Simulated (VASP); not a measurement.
# InP (gw) (F-43m) in VASP: single point with PBE

Aim: the single point of InP (gw) with PBE.

Program: VASP 6.6.1. These are calculated values, not measurements. Logs are shortened: lines on timing, memory, paths and dates and some standing lists are left out, and cuts for length are marked.

## Step 1: The cell of the first run

The structure is cubic, space group F-43m (No. 216). Conventional cell: a = 5.960 Å, b = 5.960 Å, c = 5.960 Å, α = 90.00°, β = 90.00°, γ = 90.00°. Within 3.4 Å of In (site symmetry -43m) lie 4 P at 2.58 Å. Within 3.4 Å of P (site symmetry -43m) lie 4 In at 2.58 Å.

## Step 2: Single point, PBE

INCAR reads:

```
PREC = Accurate ; ENCUT = 500
EDIFF = 1E-6 ; ISMEAR = 0
SIGMA = 0.01 ; LREAL = F
LASPH = T ; NELM = 120
ALGO = Normal ; ISIF = 2
LWAVE = F ; LCHARG = F
GGA = PE ; NBANDS = 16
GGA_COMPAT = F
```

KPOINTS reads:

```
regular mesh
0
Gamma
  4 4 4
```

POSCAR reads:

```
InP
1.0
    0.0000000000      2.9798940222      2.9798940222
    2.9798940222      0.0000000000      2.9798940222
    2.9798940222      2.9798940222      0.0000000000
In P
1 1
Direct
    0.0000000000      0.0000000000      0.0000000000
    0.7500000000      0.7500000000      0.7500000000
```

Potentials or basis: VASP PAW PBE potentials, release 64 (In_d, P).

Command:

```console
cat potpaw_PBE.64/In_d/POTCAR potpaw_PBE.64/P/POTCAR > POTCAR
mpirun -np 1 vasp_std > vasp.out
```

OUTCAR:

```text
PREC = Accurate
   ENCUT = 500
   EDIFF = 1E-6
   ISMEAR = 0
   LREAL = F
   LASPH = T
   NELM = 120
   ISIF = 2
   GGA = PE

 ion  position               nearest neighbor table
   1  0.000  0.000  0.000-   2 2.58   2 2.58   2 2.58   2 2.58
   2  0.750  0.750  0.750-   1 2.58   1 2.58   1 2.58   1 2.58

  LATTYP: Found a face centered cubic cell.
 ALAT       =     5.9597880444

  Lattice vectors:

 A1 = (   0.0000000000,   2.9798940222,   2.9798940222)
 A2 = (   2.9798940222,   0.0000000000,   2.9798940222)
 A3 = (   2.9798940222,   2.9798940222,   0.0000000000)

Analysis of symmetry for initial positions (statically):
=====================================================================
 Subroutine PRICEL returns:
 Original cell was already a primitive cell.

 Routine SETGRP: Setting up the symmetry group for a
 face centered cubic supercell.

 Subroutine GETGRP returns: Found 24 space group operations
 (whereof 24 operations were pure point group operations)
 out of a pool of 48 trial point group operations.

The static configuration has the point symmetry T_d .

Analysis of symmetry for dynamics (positions and initial velocities):
=====================================================================
 Subroutine PRICEL returns:
 Original cell was already a primitive cell.

 Routine SETGRP: Setting up the symmetry group for a
 face centered cubic supercell.

 Subroutine GETGRP returns: Found 24 space group operations
 (whereof 24 operations were pure point group operations)
 out of a pool of 48 trial point group operations.

The dynamic configuration has the point symmetry T_d .

 Subroutine INISYM returns: Found 24 space group operations
 (whereof 24 operations are pure point group operations),
 and found     1 'primitive' translations

----------------------------------------------------------------------------------------

                                     Primitive cell

  volume of cell :      52.9215

  direct lattice vectors                    reciprocal lattice vectors
     0.000000000  2.979894022  2.979894022    -0.167791202  0.167791202  0.167791202
     2.979894022  0.000000000  2.979894022     0.167791202 -0.167791202  0.167791202
     2.979894022  2.979894022  0.000000000     0.167791202  0.167791202 -0.167791202

  length of vectors
     4.214206541  4.214206541  4.214206541     0.290622887  0.290622887  0.290622887

  position of ions in fractional coordinates (direct lattice)
     0.000000000  0.000000000  0.000000000
     0.750000000  0.750000000  0.750000000

  ion indices of the primitive-cell ions
   primitive index   ion index
                 1           1
                 2           2

----------------------------------------------------------------------------------------

 KPOINTS: regular mesh

Automatic generation of k-mesh.
 Grid dimensions read from file:
 generate k-points for:    4    4    4

 Generating k-lattice:

  Cartesian coordinates                     Fractional coordinates (reciprocal lattice)
    -0.041947801  0.041947801  0.041947801     0.250000000  0.000000000  0.000000000
     0.041947801 -0.041947801  0.041947801     0.000000000  0.250000000  0.000000000
     0.041947801  0.041947801 -0.041947801     0.000000000  0.000000000  0.250000000

  Length of vectors
     0.072655722  0.072655722  0.072655722

  Shift w.r.t. Gamma in fractional coordinates (k-lattice)
     0.000000000  0.000000000  0.000000000

 Subroutine IBZKPT returns following result:
 ===========================================

 Found      8 irreducible k-points:

 Following reciprocal coordinates:
            Coordinates               Weight
  0.000000  0.000000  0.000000      1.000000
  0.250000  0.000000  0.000000      8.000000
  0.500000  0.000000  0.000000      4.000000
  0.250000  0.250000  0.000000      6.000000
  0.500000  0.250000  0.000000     24.000000
 -0.250000  0.250000  0.000000     12.000000
  0.500000  0.500000  0.000000      3.000000
 -0.250000  0.500000  0.250000      6.000000
   k-points           NKPTS =      8   k-points in BZ     NKDIM =      8   number of bands    NBANDS=     16
   number of dos      NEDOS =    301   number of ions     NIONS =      2
   total plane-waves  NPLWV =  32768
   dimension x,y,z NGX =    32 NGY =   32 NGZ =   32
   dimension x,y,z NGXF=    64 NGYF=   64 NGZF=   64
   ions per type =               1   1
   NGX,Y,Z   is equivalent  to a cutoff of  12.62, 12.62, 12.62 a.u.
   NGXF,Y,Z  is equivalent  to a cutoff of  25.25, 25.25, 25.25 a.u.
 SYSTEM =  unknown system
   PREC   = accura    normal or accurate (medium, high low for compatibility)
   ISTART =      0    job   : 0-new  1-cont  2-samecut
   ICHARG =      2    charge: 1-file 2-atom 10-const
   ISPIN  =      1    spin polarized calculation?
   LNONCOLLINEAR =      F non collinear calculations
   LSORBIT =      F    spin-orbit coupling
   LASPH  =      T    aspherical Exc in radial PAW
   ENCUT  =  500.0 eV  36.75 Ry    6.06 a.u.   7.68  7.68  7.68*2*pi/ulx,y,z
   NELM   =    120;   NELMIN=  2; NELMDL= -5     # of ELM steps
   EDIFF  = 0.1E-05   stopping-criterion for ELM
   LREAL  =      F    real-space projection
   EDIFFG = 0.1E-04   stopping-criterion for IOM
   NSW    =      0    number of steps for IOM
   IBRION =     -1    ionic relax: 0-MD 1-quasi-New 2-CG
   NFREE  =      0    steps in history (QN), initial steepest desc. (CG)
   ISIF   =      2    stress and relaxation
   ISYM   =      2    0-nonsym 1-usesym 2-fastsym
   POTIM  = 0.5000    time-step for ionic-motion
   TEBEG  =    0.0;   TEEND  =   0.0 temperature during run
   PSTRESS=    0.0 pullay stress
   NELECT =      18.0000    total number of electrons
   NUPDOWN=      -1.0000    fix difference up-down
   EMIN   =  10.00;   EMAX   =-10.00  energy-range for DOS
   EFERMI =   0.00;   METHOD = LEGACY
   ISMEAR =     0;   SIGMA  =   0.01  broadening in eV -4-tet -1-fermi 0-gaus
   EFERMI_NEDOS =   21; number of points for ismear=-14 and -15
   IALGO  =     38    algorithm
   IMIX   =      4    mixing-type and parameters
     AMIX     =   0.40;   BMIX     =  1.00
     AMIX_MAG =   1.60;   BMIX_MAG =  1.00
  volume/ion in A,a.u.               =      26.46       178.57
  Fermi-wavevector in a.u.,A,eV,Ry     =   1.142760  2.159502 17.767839  1.305899
  Thomas-Fermi vector in A             =   2.279457
   LORBIT       =      0    0 simple, 1 ext, 2 COOP (PROOUT), +10 PAW based schemes
   GGA     = PE    functional components
   LHFCALC =     F    Hartree Fock is set to
   AEXX    =    0.0000 exact exchange contribution
   IVDW    =     0    specifies the selected vdW correction
   LEPSILON=     F    determine dielectric tensor
   LRPA    =     F    only Hartree local field effects (RPA)
 non-spin polarized calculation
 Gauss-broadening in eV      SIGMA  =   0.01
  energy-cutoff  :      500.00
  volume of cell :       52.92
 maximum number of plane-waves:      1363
 NGX is ok and might be reduce to    32
   NGX = 15   NGY = 15   NGZ = 15

 number of electron      18.0000005 magnetization

 Free energy of the ion-electron system (eV)
  ---------------------------------------------------
  ext. energy  EPLUGINS =         0.00000000
  ---------------------------------------------------
  free energy    TOTEN  =        -8.30021573 eV

  energy without entropy =       -8.30021573  energy(sigma->0) =       -8.30021573

 E-fermi :   4.8089     XC(G=0):  -9.0424

 val. band max:        4.7003843261   @ k =   0.0000   0.0000   0.0000
 cond. band min:       5.1233724756   @ k =   0.0000   0.0000   0.0000
 fundamental gap:      0.4229881495
 Fermi energy:         4.8089130309

 k-point     1 :       0.0000    0.0000    0.0000
  band No.  band energies     occupation
      1      -9.4458      2.00000
      2      -9.4458      2.00000
      3      -9.4458      2.00000
      4      -9.3194      2.00000
      5      -9.3194      2.00000
      6      -6.4902      2.00000
      7       4.7004      2.00000
      8       4.7004      2.00000
      9       4.7004      2.00000
     10       5.1234      0.00000
     11       8.7573      0.00000
     12       8.7573      0.00000
     13       8.7573      0.00000
     14      13.0354      0.00000
     15      14.0443      0.00000
     16      14.0443      0.00000

 k-point     2 :       0.2500    0.0000    0.0000
  band No.  band energies     occupation
      1      -9.4946      2.00000
      2      -9.4263      2.00000
      3      -9.4263      2.00000
      4      -9.3170      2.00000
      5      -9.3170      2.00000
      6      -5.8671      2.00000
      7       1.3375      2.00000
      8       4.1825      2.00000
      9       4.1825      2.00000
     10       6.3306      0.00000
     11       9.4281      0.00000
     12       9.4281      0.00000
     13       9.8700      0.00000
     14      13.2166      0.00000
     15      13.2166      0.00000
     16      13.7122      0.00000

 k-point     3 :       0.5000    0.0000    0.0000
  band No.  band energies     occupation
      1      -9.5403      2.00000
      2      -9.4133      2.00000
      3      -9.4133      2.00000
      4      -9.3078      2.00000
      5      -9.3078      2.00000
      6      -4.9215      2.00000
      7      -0.7948      2.00000
      8       3.7943      2.00000
      9       3.7943      2.00000
     10       6.0580      0.00000
     11       9.4730      0.00000
     12       9.4730      0.00000
     13      11.6791      0.00000
     14      13.9498      0.00000
     15      15.1996      0.00000
     16      15.1996      0.00000

 k-point     4 :       0.2500    0.2500    0.0000
  band No.  band energies     occupation
      1      -9.5286      2.00000
      2      -9.4031      2.00000
      3      -9.4031      2.00000
      4      -9.3381      2.00000
      5      -9.3047      2.00000
      6      -5.6595      2.00000
      7       1.3843      2.00000
      8       3.3885      2.00000
      9       3.3885      2.00000
     10       7.1912      0.00000
     11       7.6784      0.00000
     12      10.9334      0.00000
     13      10.9334      0.00000
     14      11.5409      0.00000
     15      14.5932      0.00000
     16      16.4450      0.00000

 k-point     5 :       0.5000    0.2500    0.0000
  band No.  band energies     occupation
      1      -9.5612      2.00000
      2      -9.3939      2.00000
      3      -9.3837      2.00000
      4      -9.3352      2.00000
      5      -9.3015      2.00000
      6      -4.6773      2.00000
      7      -0.4540      2.00000
      8       2.1532      2.00000
      9       3.0778      2.00000
     10       7.2152      0.00000
     11       8.9508      0.00000
     12      10.7840      0.00000
     13      11.2469      0.00000
     14      13.8826      0.00000
     15      15.3294      0.00000
     16      16.3893      0.00000

 k-point     6 :      -0.2500    0.2500    0.0000
  band No.  band energies     occupation
      1      -9.5365      2.00000
      2      -9.4074      2.00000
      3      -9.4012      2.00000
      4      -9.3200      2.00000
      5      -9.3146      2.00000
      6      -5.0287      2.00000
      7       0.0600      2.00000
      8       2.0582      2.00000
      9       3.7442      2.00000
     10       7.5591      0.00000
     11       9.6777      0.00000
     12      10.1542      0.00000
     13      10.2451      0.00000
     14      12.7438      0.00000
     15      14.8225      0.00000
     16      16.3170      0.00000

 k-point     7 :       0.5000    0.5000    0.0000
  band No.  band energies     occupation
      1      -9.5984      2.00000
      2      -9.3604      2.00000
      3      -9.3586      2.00000
      4      -9.3586      2.00000
      5      -9.2901      2.00000
      6      -4.3192      2.00000
      7      -0.8639      2.00000
      8       2.5331      2.00000
      9       2.5331      2.00000
     10       6.5181      0.00000
     11       6.9439      0.00000
     12      13.6107      0.00000
     13      13.9412      0.00000
     14      13.9412      0.00000
     15      15.4108      0.00000
     16      16.3446      0.00000

 k-point     8 :      -0.2500    0.5000    0.2500
  band No.  band energies     occupation
      1      -9.5691      2.00000
      2      -9.3960      2.00000
      3      -9.3652      2.00000
      4      -9.3358      2.00000
      5      -9.3064      2.00000
      6      -4.2560      2.00000
      7      -0.7260      2.00000
      8       1.9406      2.00000
      9       1.9926      2.00000
     10       8.8617      0.00000
     11       8.9697      0.00000
     12      10.1143      0.00000
     13      10.8984      0.00000
     14      14.4901      0.00000
     15      15.7925      0.00000
     16      16.4900      0.00000

------------------------ aborting loop because EDIFF is reached ----------------------------------------

  FORCE on cell =-STRESS in cart. coord.  units (eV):
  Direction    XX          YY          ZZ          XY          YZ          ZX
  --------------------------------------------------------------------------------------
  -------------------------------------------------------------------------------------
  Total        0.0248510      0.0248510      0.0248510      0.0000000     -0.0000000     -0.0000000
  in kB        0.7523522      0.7523522      0.7523522      0.0000000     -0.0000000     -0.0000000
  external PRESSURE =       0.7523522 kB  Pullay stress =       0.0000000 kB

 VOLUME and BASIS-vectors are now :
 -----------------------------------------------------------------------------
  energy-cutoff  :      500.00
  volume of cell :       52.92
      direct lattice vectors                 reciprocal lattice vectors
     0.000000000  2.979894022  2.979894022    -0.167791202  0.167791202  0.167791202
     2.979894022  0.000000000  2.979894022     0.167791202 -0.167791202  0.167791202
     2.979894022  2.979894022  0.000000000     0.167791202  0.167791202 -0.167791202

 POSITION                                       TOTAL-FORCE (eV/Angst)
 -----------------------------------------------------------------------------------
      0.00000      0.00000      0.00000        -0.000000     -0.000000      0.000000
      4.46984      4.46984      4.46984         0.000000      0.000000     -0.000000
 -----------------------------------------------------------------------------------
    total drift:                                0.000000      0.000000      0.000000

  FREE ENERGIE OF THE ION-ELECTRON SYSTEM (eV)
  ---------------------------------------------------
  free  energy   TOTEN  =        -8.3002157340 eV

  energy  without entropy=       -8.3002157340  energy(sigma->0) =       -8.30021573
```

Wall time 6.5 s (1 thread of Intel Xeon 6975P-C, shared host); peak memory 0.17 GiB.

What came out:

```
Free energy            : -8.3002 eV
Pressure               : 0.1 GPa
Band gap on the k mesh : 0.42 eV, direct
```

Levels at points of the mesh, in eV from the valence-band top:
```csv
k point,band 5,band 6,band 7,band 8,band 9,band 10,band 11,band 12,band 13,band 14
"(0.00, 0.00, 0.00)",-14.02,-11.19,0.00,0.00,0.00,0.42,4.06,4.06,4.06,8.33
"(0.50, 0.00, 0.00)",-14.01,-9.62,-5.50,-0.91,-0.91,1.36,4.77,4.77,6.98,9.25
"(0.50, 0.50, 0.00)",-13.99,-9.02,-5.56,-2.17,-2.17,1.82,2.24,8.91,9.24,9.24
```

Caveat: the k points lie up to 0.46 Å⁻¹ apart; spin-orbit coupling is left out, which moves the levels of the heavy elements. Expect the measured gap to be larger: semilocal functionals such as PBE lack the derivative discontinuity.
